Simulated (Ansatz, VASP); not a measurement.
One calculation of Rh, two programs

```
CELL_PARAMETERS angstrom
0.00000 1.89009 1.89009
1.89009 0.00000 1.89009
1.89009 1.89009 0.00000
ATOMIC_POSITIONS crystal
Rh 0.00000 0.00000 0.00000
```

Alike in both runs: functional PBEsol; k mesh 18 × 18 × 18; occupations gaussian, width 0.1 eV; no spin polarisation.

Ansatz relaxed the structure, and its values are those at the end. VASP's run is a single point on that final structure, the one shown.

|  | VASP | Ansatz |
| --- | --- | --- |
| version | VASP 6.6.1 | Ansatz 0.2.0 |
| potentials or method | VASP PAW PBE potentials, release 64 (Rh_pv), cutoff 520 eV | scalar-relativistic, plane waves, PAW |
| valence electrons in the cell | 15 | 17 |

|  | VASP | Ansatz | Ansatz less VASP |
| --- | --- | --- | --- |
| gap on the k mesh at the Fermi level (eV) | none | none | - |
| pressure (GPa) | -0.1 | 0.0 | +0.14 |

VASP's potentials were made for PBE, not for PBEsol, and Ansatz warns of the same on its side. A gap of «none» marks a metal or a gap that the smearing closes. VASP's potentials hold 15 valence electrons a cell and Ansatz's 17, so a difference there can come from the potentials and not from the codes.
